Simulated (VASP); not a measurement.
# Co (Im-3m) in VASP: single point with PBE

Aim: the single point of Co with PBE.

All numbers are computed with VASP 6.6.1; they aren't measurements. Logs are shortened: lines on timing, memory, paths and dates and some standing lists are left out, and cuts for length are marked.

## (1) The cell of the first run

It takes space group Im-3m (No. 229, cubic). The conventional cell has a = 2.805 Å, b = 2.805 Å, c = 2.805 Å, α = 90.00°, β = 90.00°, γ = 90.00°. Within 3.2 Å of Co (site symmetry m-3m) lie 14 Co at 2.43 to 2.80 Å.

This isn't the form of Co at room conditions, which is hcp.

## (2) Single point, PBE, collinear spin, ferromagnetic start

INCAR

```
PREC = Accurate ; ENCUT = 520
EDIFF = 1E-6 ; ISMEAR = 0
SIGMA = 0.15 ; LREAL = F
LASPH = T ; NELM = 150
ALGO = Fast ; ISIF = 2
LWAVE = F ; LCHARG = F
ISPIN = 2 ; MAGMOM = 2.06
LORBIT = 11 ; LMAXMIX = 4
GGA = PE ; NBANDS = 14
```

KPOINTS

```
Automatic mesh
0
Gamma
  24 24 24
```

POSCAR

```
Co
1.0
   -1.4023200000      1.4023200000      1.4023200000
    1.4023200000     -1.4023200000      1.4023200000
    1.4023200000      1.4023200000     -1.4023200000
Co
1
Direct
    0.0000000000      0.0000000000      0.0000000000
```

Potentials or basis: VASP PAW PBE potentials, release 64 (Co).

Launch:

```
$ cat potpaw_PBE.64/Co/POTCAR > POTCAR
$ mpirun -np 1 vasp_std > vasp.out
```

OUTCAR:

```text
PREC = Accurate
   ENCUT = 520
   EDIFF = 1E-6
   ISMEAR = 0
   LREAL = F
   LASPH = T
   NELM = 150
   ISIF = 2
   ISPIN = 2
   LORBIT = 11
   GGA = PE

 ion  position               nearest neighbor table
   1  0.000  0.000  0.000-

  LATTYP: Found a body centered cubic cell.
 ALAT       =     2.8046400000

  Lattice vectors:

 A1 = (  -1.4023200000,   1.4023200000,   1.4023200000)
 A2 = (   1.4023200000,  -1.4023200000,   1.4023200000)
 A3 = (   1.4023200000,   1.4023200000,  -1.4023200000)

Analysis of symmetry for initial positions (statically):
=====================================================================
 Subroutine PRICEL returns:
 Original cell was already a primitive cell.

 Routine SETGRP: Setting up the symmetry group for a
 body centered cubic supercell.

 Subroutine GETGRP returns: Found 48 space group operations
 (whereof 48 operations were pure point group operations)
 out of a pool of 48 trial point group operations.

The static configuration has the point symmetry O_h .

Analysis of symmetry for dynamics (positions and initial velocities):
=====================================================================
 Subroutine PRICEL returns:
 Original cell was already a primitive cell.

 Routine SETGRP: Setting up the symmetry group for a
 body centered cubic supercell.

 Subroutine GETGRP returns: Found 48 space group operations
 (whereof 48 operations were pure point group operations)
 out of a pool of 48 trial point group operations.

The dynamic configuration has the point symmetry O_h .

Analysis of structural, dynamic, and magnetic symmetry:
=====================================================================
 Subroutine PRICEL returns:
 Original cell was already a primitive cell.

 Routine SETGRP: Setting up the symmetry group for a
 body centered cubic supercell.

 Subroutine GETGRP returns: Found 48 space group operations
 (whereof 48 operations were pure point group operations)
 out of a pool of 48 trial point group operations.

The overall configuration has the point symmetry O_h .

 Subroutine INISYM returns: Found 48 space group operations
 (whereof 48 operations are pure point group operations),
 and found     1 'primitive' translations

----------------------------------------------------------------------------------------

                                     Primitive cell

  volume of cell :      11.0307

  direct lattice vectors                    reciprocal lattice vectors
    -1.402320000  1.402320000  1.402320000     0.000000000  0.356552000  0.356552000
     1.402320000 -1.402320000  1.402320000     0.356552000  0.000000000  0.356552000
     1.402320000  1.402320000 -1.402320000     0.356552000  0.356552000  0.000000000

  length of vectors
     2.428889488  2.428889488  2.428889488     0.504240673  0.504240673  0.504240673

  position of ions in fractional coordinates (direct lattice)
     0.000000000  0.000000000  0.000000000

  ion indices of the primitive-cell ions
   primitive index   ion index
                 1           1

----------------------------------------------------------------------------------------

 KPOINTS: Automatic mesh

Automatic generation of k-mesh.
 Grid dimensions read from file:
 generate k-points for:   24   24   24

 Generating k-lattice:

  Cartesian coordinates                     Fractional coordinates (reciprocal lattice)
     0.000000000  0.014856333  0.014856333     0.041666667  0.000000000  0.000000000
     0.014856333  0.000000000  0.014856333     0.000000000  0.041666667  0.000000000
     0.014856333  0.014856333  0.000000000     0.000000000  0.000000000  0.041666667

  Length of vectors
     0.021010028  0.021010028  0.021010028

  Shift w.r.t. Gamma in fractional coordinates (k-lattice)
     0.000000000  0.000000000  0.000000000

 Subroutine IBZKPT returns following result:
 ===========================================

 Found    413 irreducible k-points:

 Following reciprocal coordinates:
            Coordinates               Weight
  0.000000  0.000000  0.000000      1.000000
  0.041667  0.000000  0.000000     12.000000
  0.083333  0.000000  0.000000     12.000000
  0.125000  0.000000  0.000000     12.000000
  0.166667  0.000000  0.000000     12.000000
  0.208333  0.000000  0.000000     12.000000
[... 16 lines left out ...]
  0.416667  0.041667  0.000000     48.000000
  0.458333  0.041667  0.000000     48.000000
 [... further k-points ...]
   k-points           NKPTS =    413   k-points in BZ     NKDIM =    413   number of bands    NBANDS=     14
   number of dos      NEDOS =    301   number of ions     NIONS =      1
   total plane-waves  NPLWV =   5832
   dimension x,y,z NGX =    18 NGY =   18 NGZ =   18
   dimension x,y,z NGXF=    36 NGYF=   36 NGZF=   36
   ions per type =               1
   NGX,Y,Z   is equivalent  to a cutoff of  12.32, 12.32, 12.32 a.u.
   NGXF,Y,Z  is equivalent  to a cutoff of  24.64, 24.64, 24.64 a.u.
 SYSTEM =  unknown system
   PREC   = accura    normal or accurate (medium, high low for compatibility)
   ISTART =      0    job   : 0-new  1-cont  2-samecut
   ICHARG =      2    charge: 1-file 2-atom 10-const
   ISPIN  =      2    spin polarized calculation?
   LNONCOLLINEAR =      F non collinear calculations
   LSORBIT =      F    spin-orbit coupling
   LASPH  =      T    aspherical Exc in radial PAW
   ENCUT  =  520.0 eV  38.22 Ry    6.18 a.u.   4.52  4.52  4.52*2*pi/ulx,y,z
   NELM   =    150;   NELMIN=  2; NELMDL= -5     # of ELM steps
   EDIFF  = 0.1E-05   stopping-criterion for ELM
   LREAL  =      F    real-space projection
   EDIFFG = 0.1E-04   stopping-criterion for IOM
   NSW    =      0    number of steps for IOM
   IBRION =     -1    ionic relax: 0-MD 1-quasi-New 2-CG
   NFREE  =      0    steps in history (QN), initial steepest desc. (CG)
   ISIF   =      2    stress and relaxation
   ISYM   =      2    0-nonsym 1-usesym 2-fastsym
   POTIM  = 0.5000    time-step for ionic-motion
   TEBEG  =    0.0;   TEEND  =   0.0 temperature during run
   PSTRESS=    0.0 pullay stress
   NELECT =       9.0000    total number of electrons
   NUPDOWN=      -1.0000    fix difference up-down
   EMIN   =  10.00;   EMAX   =-10.00  energy-range for DOS
   EFERMI =   0.00;   METHOD = LEGACY
   ISMEAR =     0;   SIGMA  =   0.15  broadening in eV -4-tet -1-fermi 0-gaus
   EFERMI_NEDOS =   21; number of points for ismear=-14 and -15
   IALGO  =     68    algorithm
   IMIX   =      4    mixing-type and parameters
     AMIX     =   0.40;   BMIX     =  1.00
     AMIX_MAG =   1.60;   BMIX_MAG =  1.00
  volume/ion in A,a.u.               =      11.03        74.44
  Fermi-wavevector in a.u.,A,eV,Ry     =   1.529755  2.890818 31.839678  2.340150
  Thomas-Fermi vector in A             =   2.637332
   LORBIT       =     11    0 simple, 1 ext, 2 COOP (PROOUT), +10 PAW based schemes
   GGA     = PE    functional components
   LHFCALC =     F    Hartree Fock is set to
   AEXX    =    0.0000 exact exchange contribution
   IVDW    =     0    specifies the selected vdW correction
   LEPSILON=     F    determine dielectric tensor
   LRPA    =     F    only Hartree local field effects (RPA)
 spin polarized calculation
 RMM-DIIS sequential band-by-band and
 Gauss-broadening in eV      SIGMA  =   0.15
  energy-cutoff  :      520.00
  volume of cell :       11.03
 maximum number of plane-waves:       321
   NGX =  9   NGY =  9   NGZ =  9

 number of electron       8.9999997 magnetization       1.7368820

 Free energy of the ion-electron system (eV)
  ---------------------------------------------------
  ext. energy  EPLUGINS =         0.00000000
  ---------------------------------------------------
  free energy    TOTEN  =        -6.95637490 eV

  energy without entropy =       -6.93971596  energy(sigma->0) =       -6.94804543

 E-fermi :  10.3745     XC(G=0): -13.3105

 val. band max:       10.3734873441   @ k =  -0.2917   0.2917   0.2917
 cond. band min:      10.3819223950   @ k =  -0.3333  -0.4583   0.1250
 fundamental gap:      0.0084350509
 Fermi energy:        10.3744844626

 spin component 1

 k-point     1 :       0.0000    0.0000    0.0000
  band No.  band energies     occupation
      1       1.1935      1.00000
      2       7.3410      1.00000
      3       7.3410      1.00000
      4       7.3410      1.00000
      5       8.4132      1.00000
      6       8.4132      1.00000
      7      35.5934      0.00000
      8      35.5934      0.00000
      9      35.5934      0.00000
     10      40.7459      0.00000
     11      40.7459      0.00000
     12      42.5129      0.00000
     13      42.5129      0.00000
     14      42.5178      0.00000
[... 375 lines left out ...]
 k-point    24 :       0.4583    0.0417    0.0000
  band No.  band energies     occupation
      1       4.9444      1.00000
      2       6.3750      1.00000
      3       8.4605      1.00000
      4       8.5096      1.00000
      5       9.4858      1.00000
      6      10.5896      0.02126
      7      16.8298      0.00000
      8      28.2931      0.00000
      9      29.7667      0.00000
     10      34.0528      0.00000
     11      37.6612      0.00000
     12      44.6885      0.00000
     13      49.2977      0.00000
     14      50.7944      0.00000

 [... further k-points ...]

 spin component 2

 k-point     1 :       0.0000    0.0000    0.0000
  band No.  band energies     occupation
      1       1.2362      1.00000
      2       8.8819      1.00000
      3       8.8819      1.00000
      4       8.8819      1.00000
      5      10.7131      0.00071
      6      10.7131      0.00071
      7      35.3508      0.00000
      8      35.3509      0.00000
      9      35.3509      0.00000
     10      40.8199      0.00000
     11      40.8199      0.00000
     12      43.3415      0.00000
     13      43.3431      0.00000
     14      43.3431      0.00000
[... 375 lines left out ...]
 k-point    24 :       0.4583    0.0417    0.0000
  band No.  band energies     occupation
      1       5.9884      1.00000
      2       7.7603      1.00000
      3       9.9846      0.99988
      4      10.5726      0.03091
      5      11.0136      0.00000
      6      11.7259      0.00000
      7      17.8255      0.00000
      8      28.3506      0.00000
      9      30.1017      0.00000
     10      34.3070      0.00000
     11      38.1354      0.00000
     12      44.6623      0.00000
     13      49.5524      0.00000
     14      51.2163      0.00000

 [... further k-points ...]
[... 5 lines left out ...]
  --------------------------------------------------------------------------------------
  -------------------------------------------------------------------------------------
  Total        0.0290396      0.0290396      0.0290396      0.0000000      0.0000000      0.0000000
  in kB        4.2179407      4.2179407      4.2179407      0.0000000      0.0000000      0.0000000
  external PRESSURE =       4.2179407 kB  Pullay stress =       0.0000000 kB

 VOLUME and BASIS-vectors are now :
 -----------------------------------------------------------------------------
  energy-cutoff  :      520.00
  volume of cell :       11.03
      direct lattice vectors                 reciprocal lattice vectors
    -1.402320000  1.402320000  1.402320000     0.000000000  0.356552000  0.356552000
     1.402320000 -1.402320000  1.402320000     0.356552000  0.000000000  0.356552000
     1.402320000  1.402320000 -1.402320000     0.356552000  0.356552000  0.000000000

 POSITION                                       TOTAL-FORCE (eV/Angst)
 -----------------------------------------------------------------------------------
      0.00000      0.00000      0.00000         0.000000     -0.000000      0.000000
 -----------------------------------------------------------------------------------
    total drift:                                0.000000      0.000000      0.000000

  FREE ENERGIE OF THE ION-ELECTRON SYSTEM (eV)
  ---------------------------------------------------
  free  energy   TOTEN  =        -6.9563749030 eV

  energy  without entropy=       -6.9397159554  energy(sigma->0) =       -6.94804543

 total charge

# of ion       s       p       d       tot
------------------------------------------
    1        0.482   0.519   7.234   8.235

 magnetization (x)

# of ion       s       p       d       tot
------------------------------------------
    1       -0.004  -0.046   1.808   1.757
```

Run time: 2.1 min. Hardware: 1 thread of Intel Xeon Platinum 8259CL at 2.50GHz (Skylake/Cascade Lake), shared host; peak memory 0.21 GiB.

What came out:

| Property | Result |
| --- | --- |
| Free energy | -6.9564 eV |
| Pressure | 0.4 GPa |
| Net moment | 1.74 μB per cell |
| Site moments | Co +1.76 μB |
| Valence electrons inside the program's atomic spheres | Co 8.23 |
